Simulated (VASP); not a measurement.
# Pb (P6_3/mmc) in VASP: notebook

The runs below take Pb through single point, with BLYP.

Everything below comes from runs of VASP 6.6.1. Logs are shortened: lines on timing, memory, paths and dates and some standing lists are left out, and cuts for length are marked.

### 1 The cell of the first run

The structure is hexagonal, space group P6_3/mmc (No. 194). The conventional cell has a = 3.747 Å, b = 3.747 Å, c = 6.178 Å, α = 90.00°, β = 90.00°, γ = 120.00°. Pb (site symmetry -6m2) has 12 Pb at 3.75 to 3.77 Å within 4.9 Å.

This isn't the form of Pb at room conditions, which is fcc.

### 2 Single point, BLYP (37.56 Å³/atom)

Input file INCAR:

```
PREC = Accurate ; ENCUT = 520
EDIFF = 1E-7 ; ISMEAR = -1
SIGMA = 0.1 ; LREAL = F
LASPH = T ; NELM = 100
ALGO = Normal ; ISIF = 2
LWAVE = F ; LCHARG = F
GGA = B5 ; ALDAX = 1.0
AGGAX = 1.0 ; AGGAC = 1.0
ALDAC = 0.0 ; NBANDS = 21
```

Input file KPOINTS:

```
regular mesh
0
Gamma
  11 11 6
```

Input file POSCAR:

```
Pb
1.0
    3.7470993492      0.0000000000      0.0000000000
   -1.8735496746      3.2450832269      0.0000000000
    0.0000000000      0.0000000000      6.1784845233
Pb
2
Direct
    0.3333333333      0.6666666667      0.2500000000
    0.6666666667      0.3333333333      0.7500000000
```

Potentials or basis: VASP PAW PBE potentials, release 64 (Pb_d).

Started as:

```console
$ cat potpaw_PBE.64/Pb_d/POTCAR > POTCAR
$ mpirun -np 1 vasp_std > vasp.out
```

OUTCAR:

```text
PREC = Accurate
   ENCUT = 520
   EDIFF = 1E-7
   ISMEAR = -1
   LREAL = F
   LASPH = T
   NELM = 100
   ISIF = 2
   GGA = B5

 ion  position               nearest neighbor table
   1  0.333  0.667  0.250-   2 3.77   2 3.77   2 3.77   2 3.77   2 3.77   2 3.77
   2  0.667  0.333  0.750-   1 3.77   1 3.77   1 3.77   1 3.77   1 3.77   1 3.77

  LATTYP: Found a hexagonal cell.
 ALAT       =     3.7470993492
 C/A-ratio  =     1.6488712862

  Lattice vectors:

 A1 = (   3.7470993492,   0.0000000000,   0.0000000000)
 A2 = (  -1.8735496746,   3.2450832269,   0.0000000000)
 A3 = (   0.0000000000,   0.0000000000,   6.1784845233)

Analysis of symmetry for initial positions (statically):
=====================================================================
 Subroutine PRICEL returns:
 Original cell was already a primitive cell.

 Routine SETGRP: Setting up the symmetry group for a
 hexagonal supercell.

 Subroutine GETGRP returns: Found 24 space group operations
 (whereof 12 operations were pure point group operations)
 out of a pool of 24 trial point group operations.

The static configuration has the point symmetry D_3d.
 The point group associated with its full space group is D_6h.

Analysis of symmetry for dynamics (positions and initial velocities):
=====================================================================
 Subroutine PRICEL returns:
 Original cell was already a primitive cell.

 Routine SETGRP: Setting up the symmetry group for a
 hexagonal supercell.

 Subroutine GETGRP returns: Found 24 space group operations
 (whereof 12 operations were pure point group operations)
 out of a pool of 24 trial point group operations.

The dynamic configuration has the point symmetry D_3d.
 The point group associated with its full space group is D_6h.

 Subroutine INISYM returns: Found 24 space group operations
 (whereof 12 operations are pure point group operations),
 and found     1 'primitive' translations

----------------------------------------------------------------------------------------

                                     Primitive cell

  volume of cell :      75.1282

  direct lattice vectors                    reciprocal lattice vectors
     3.747099349  0.000000000  0.000000000     0.266873095  0.154079253  0.000000000
    -1.873549675  3.245083227  0.000000000     0.000000000  0.308158506  0.000000000
     0.000000000  0.000000000  6.178484523     0.000000000  0.000000000  0.161851988

  length of vectors
     3.747099349  3.747099349  6.178484523     0.308158506  0.308158506  0.161851988

  position of ions in fractional coordinates (direct lattice)
     0.333333333  0.666666667  0.250000000
     0.666666667  0.333333333  0.750000000

  ion indices of the primitive-cell ions
   primitive index   ion index
                 1           1
                 2           2

----------------------------------------------------------------------------------------

 KPOINTS: regular mesh

Automatic generation of k-mesh.
 Grid dimensions read from file:
 generate k-points for:   11   11    6

 Generating k-lattice:

  Cartesian coordinates                     Fractional coordinates (reciprocal lattice)
     0.024261190  0.014007205  0.000000000     0.090909091  0.000000000  0.000000000
     0.000000000  0.028014410  0.000000000     0.000000000  0.090909091  0.000000000
     0.000000000  0.000000000  0.026975331     0.000000000  0.000000000  0.166666667

  Length of vectors
     0.028014410  0.028014410  0.026975331

  Shift w.r.t. Gamma in fractional coordinates (k-lattice)
     0.000000000  0.000000000  0.000000000

 Subroutine IBZKPT returns following result:
 ===========================================

 Found     64 irreducible k-points:

 Following reciprocal coordinates:
            Coordinates               Weight
  0.000000  0.000000  0.000000      1.000000
  0.090909  0.000000  0.000000      6.000000
  0.181818  0.000000  0.000000      6.000000
  0.272727  0.000000  0.000000      6.000000
  0.363636  0.000000  0.000000      6.000000
  0.454545  0.000000  0.000000      6.000000
[... 16 lines left out ...]
  0.090909  0.090909  0.166667     12.000000
  0.181818  0.090909  0.166667     24.000000
 [... further k-points ...]
   k-points           NKPTS =     64   k-points in BZ     NKDIM =     64   number of bands    NBANDS=     21
   number of dos      NEDOS =    301   number of ions     NIONS =      2
   total plane-waves  NPLWV =  37632
   dimension x,y,z NGX =    28 NGY =   28 NGZ =   48
   dimension x,y,z NGXF=    56 NGYF=   56 NGZF=   96
   ions per type =               2
   NGX,Y,Z   is equivalent  to a cutoff of  12.42, 12.42, 12.92 a.u.
   NGXF,Y,Z  is equivalent  to a cutoff of  24.85, 24.85, 25.83 a.u.
 SYSTEM =  unknown system
   PREC   = accura    normal or accurate (medium, high low for compatibility)
   ISTART =      0    job   : 0-new  1-cont  2-samecut
   ICHARG =      2    charge: 1-file 2-atom 10-const
   ISPIN  =      1    spin polarized calculation?
   LNONCOLLINEAR =      F non collinear calculations
   LSORBIT =      F    spin-orbit coupling
   LASPH  =      T    aspherical Exc in radial PAW
   ENCUT  =  520.0 eV  38.22 Ry    6.18 a.u.   6.97  6.97 11.49*2*pi/ulx,y,z
   NELM   =    100;   NELMIN=  2; NELMDL= -5     # of ELM steps
   EDIFF  = 0.1E-06   stopping-criterion for ELM
   LREAL  =      F    real-space projection
   EDIFFG = 0.1E-05   stopping-criterion for IOM
   NSW    =      0    number of steps for IOM
   IBRION =     -1    ionic relax: 0-MD 1-quasi-New 2-CG
   NFREE  =      0    steps in history (QN), initial steepest desc. (CG)
   ISIF   =      2    stress and relaxation
   ISYM   =      2    0-nonsym 1-usesym 2-fastsym
   POTIM  = 0.5000    time-step for ionic-motion
   TEBEG  =    0.0;   TEEND  =   0.0 temperature during run
   PSTRESS=    0.0 pullay stress
   NELECT =      28.0000    total number of electrons
   NUPDOWN=      -1.0000    fix difference up-down
   EMIN   =  10.00;   EMAX   =-10.00  energy-range for DOS
   EFERMI =   0.00;   METHOD = LEGACY
   ISMEAR =    -1;   SIGMA  =   0.10  broadening in eV -4-tet -1-fermi 0-gaus
   EFERMI_NEDOS =   21; number of points for ismear=-14 and -15
   IALGO  =     38    algorithm
   IMIX   =      4    mixing-type and parameters
     AMIX     =   0.40;   BMIX     =  1.00
     AMIX_MAG =   1.60;   BMIX_MAG =  1.00
  volume/ion in A,a.u.               =      37.56       253.50
  Fermi-wavevector in a.u.,A,eV,Ry     =   1.178130  2.226343 18.884751  1.387990
  Thomas-Fermi vector in A             =   2.314464
   LORBIT       =      0    0 simple, 1 ext, 2 COOP (PROOUT), +10 PAW based schemes
   GGA     = B5    functional components
   LHFCALC =     F    Hartree Fock is set to
   AEXX    =    0.0000 exact exchange contribution
   IVDW    =     0    specifies the selected vdW correction
   LEPSILON=     F    determine dielectric tensor
   LRPA    =     F    only Hartree local field effects (RPA)
 non-spin polarized calculation
  energy-cutoff  :      520.00
  volume of cell :       75.13
 maximum number of plane-waves:      2045
 NGX is ok and might be reduce to    28
   NGX = 13   NGY = 13   NGZ = 23

 number of electron      28.0000002 magnetization

 Free energy of the ion-electron system (eV)
  ---------------------------------------------------
  ext. energy  EPLUGINS =         0.00000000
  ---------------------------------------------------
  free energy    TOTEN  =        -5.69483072 eV

  energy without entropy =       -5.64380588  energy(sigma->0) =       -5.66931830

 E-fermi :   5.5695     XC(G=0):  -8.6338

 val. band max:        5.5556946420   @ k =   0.2727   0.1818   0.1667
 cond. band min:       5.5784859532   @ k =   0.1818   0.1818   0.0000
 fundamental gap:      0.0227913112
 Fermi energy:         5.5694630266

 k-point     1 :       0.0000    0.0000    0.0000
  band No.  band energies     occupation
      1     -11.4070      2.00000
      2     -11.4035      2.00000
      3     -11.3907      2.00000
      4     -11.3907      2.00000
      5     -11.3816      2.00000
      6     -11.3816      2.00000
[... 13 lines left out ...]
     20      14.2632      0.00000
     21      15.6159      0.00000

 k-point     2 :       0.0909    0.0000    0.0000
  band No.  band energies     occupation
      1     -11.4101      2.00000
      2     -11.4002      2.00000
      3     -11.3855      2.00000
      4     -11.3802      2.00000
      5     -11.3768      2.00000
      6     -11.3712      2.00000
[... 13 lines left out ...]
     20      14.6345      0.00000
     21      15.5014      0.00000

 k-point     3 :       0.1818    0.0000    0.0000
  band No.  band energies     occupation
      1     -11.4252      2.00000
      2     -11.3881      2.00000
      3     -11.3817      2.00000
      4     -11.3695      2.00000
      5     -11.3649      2.00000
      6     -11.3520      2.00000
[... 13 lines left out ...]
     20      14.8090      0.00000
     21      15.3138      0.00000

 k-point     4 :       0.2727    0.0000    0.0000
  band No.  band energies     occupation
      1     -11.4439      2.00000
      2     -11.3920      2.00000
      3     -11.3875      2.00000
      4     -11.3758      2.00000
      5     -11.3605      2.00000
      6     -11.3156      2.00000
[... 13 lines left out ...]
     20      14.0453      0.00000
     21      14.8408      0.00000

 k-point     5 :       0.3636    0.0000    0.0000
  band No.  band energies     occupation
      1     -11.4602      2.00000
      2     -11.4053      2.00000
      3     -11.3985      2.00000
      4     -11.3853      2.00000
      5     -11.3393      2.00000
      6     -11.3248      2.00000
[... 13 lines left out ...]
     20      13.6266      0.00000
     21      14.4989      0.00000
[... 382 lines left out ...]
     20      12.8278      0.00000
     21      14.7085      0.00000

 k-point    22 :       0.4545    0.0000    0.1667
  band No.  band energies     occupation
      1     -11.4655      2.00000
      2     -11.4225      2.00000
      3     -11.4060      2.00000
      4     -11.3823      2.00000
      5     -11.3509      2.00000
      6     -11.3120      2.00000
[... 13 lines left out ...]
     20      12.6100      0.00000
     21      15.0949      0.00000

 k-point    23 :       0.0909    0.0909    0.1667
  band No.  band energies     occupation
      1     -11.4070      2.00000
      2     -11.4066      2.00000
      3     -11.3901      2.00000
      4     -11.3756      2.00000
      5     -11.3652      2.00000
      6     -11.3581      2.00000
[... 13 lines left out ...]
     20      14.3677      0.00000
     21      15.1670      0.00000

 k-point    24 :       0.1818    0.0909    0.1667
  band No.  band energies     occupation
      1     -11.4229      2.00000
      2     -11.3962      2.00000
      3     -11.3917      2.00000
      4     -11.3709      2.00000
      5     -11.3629      2.00000
      6     -11.3413      2.00000
[... 13 lines left out ...]
     20      14.1433      0.00000
     21      14.5840      0.00000

 [... further k-points ...]

------------------------ aborting loop because EDIFF is reached ----------------------------------------

  FORCE on cell =-STRESS in cart. coord.  units (eV):
  Direction    XX          YY          ZZ          XY          YZ          ZX
  --------------------------------------------------------------------------------------
  -------------------------------------------------------------------------------------
  Total       -0.9646401     -0.9646401     -0.9708329      0.0000000      0.0000000      0.0000000
  in kB      -20.5718269    -20.5718269    -20.7038960      0.0000000      0.0000000      0.0000000
  external PRESSURE =     -20.6158499 kB  Pullay stress =       0.0000000 kB

 VOLUME and BASIS-vectors are now :
 -----------------------------------------------------------------------------
  energy-cutoff  :      520.00
  volume of cell :       75.13
      direct lattice vectors                 reciprocal lattice vectors
     3.747099349  0.000000000  0.000000000     0.266873095  0.154079253  0.000000000
    -1.873549675  3.245083227  0.000000000     0.000000000  0.308158506  0.000000000
     0.000000000  0.000000000  6.178484523     0.000000000  0.000000000  0.161851988

 POSITION                                       TOTAL-FORCE (eV/Angst)
 -----------------------------------------------------------------------------------
     -0.00000      2.16339      1.54462        -0.000000     -0.000000      0.000000
      1.87355      1.08169      4.63386         0.000000      0.000000      0.000000
 -----------------------------------------------------------------------------------
    total drift:                                0.000000     -0.000000      0.000000

  FREE ENERGIE OF THE ION-ELECTRON SYSTEM (eV)
  ---------------------------------------------------
  free  energy   TOTEN  =        -5.6948307153 eV

  energy  without entropy=       -5.6438058838  energy(sigma->0) =       -5.66931830
```

It took 34 s on 1 thread of Intel Xeon 6975P-C (Granite Rapids), shared host; peak memory 0.23 GiB.

What came out:

```yaml
Free_energy: -5.6948 eV
Pressure: -2.1 GPa
Band_gap_on_the_k_mesh: zero (bands 14 and 15 overlap by 5.51 eV)
```

Caveat: the PAW data sets were made with another functional, which shifts forces and pressure a little; spin-orbit coupling is left out, which moves the levels of the heavy elements.

### 3 Single point, BLYP (38.96 Å³/atom)

This run uses another cell than the first one, of 38.96 Å³/atom.

Input file INCAR:

```
SYSTEM = Pb
PREC = Accurate
ENCUT = 520
EDIFF = 1E-6
ISMEAR = -1
SIGMA = 0.1
LREAL = .FALSE.
LASPH = .TRUE.
NELM = 60
ALGO = Normal
ISIF = 2
LWAVE = .FALSE.
LCHARG = .FALSE.
GGA = B5
ALDAX = 1.0
AGGAX = 1.0
AGGAC = 1.0
ALDAC = 0.0
NBANDS = 21
```

Input file KPOINTS:

```
regular mesh
0
G
  11 11 6
  0 0 0
```

Input file POSCAR:

```
Pb
1.0
    3.7928001868      0.0000000000      0.0000000000
   -1.8964000934      3.2846613132      0.0000000000
    0.0000000000      0.0000000000      6.2538393221
Pb
2
Direct
    0.3333333333      0.6666666667      0.2500000000
    0.6666666667      0.3333333333      0.7500000000
```

Potentials or basis: VASP PAW PBE potentials, release 64 (Pb_d).

Started as:

```console
$ cat potpaw_PBE.64/Pb_d/POTCAR > POTCAR
$ mpirun -np 1 vasp_std > vasp.out
```

It took 32 s on 1 thread of Intel Xeon 6975P-C (Granite Rapids), shared host; peak memory 0.23 GiB.

It converged, with:

* Free energy: -5.6540 eV
* Pressure: -2.8 GPa
* Band gap on the k mesh: zero (bands 14 and 15 overlap by 5.25 eV)

Levels at points of the mesh, in eV from the Fermi level:
| k point | band 11 | band 12 | band 13 | band 14 | band 15 | band 16 | band 17 | band 18 |
| --- | --- | --- | --- | --- | --- | --- | --- | --- |
| (0.00, 0.00, 0.00) | -10.37 | -8.13 | -3.03 | 4.19 | 4.19 | 5.35 | 5.41 | 5.41 |
| (0.00, 0.00, 0.50) | -9.53 | -9.53 | 0.34 | 0.34 | 4.77 | 4.77 | 4.77 | 4.77 |

Caveat: the PAW data sets were made with another functional, which shifts forces and pressure a little; spin-orbit coupling is left out, which moves the levels of the heavy elements.
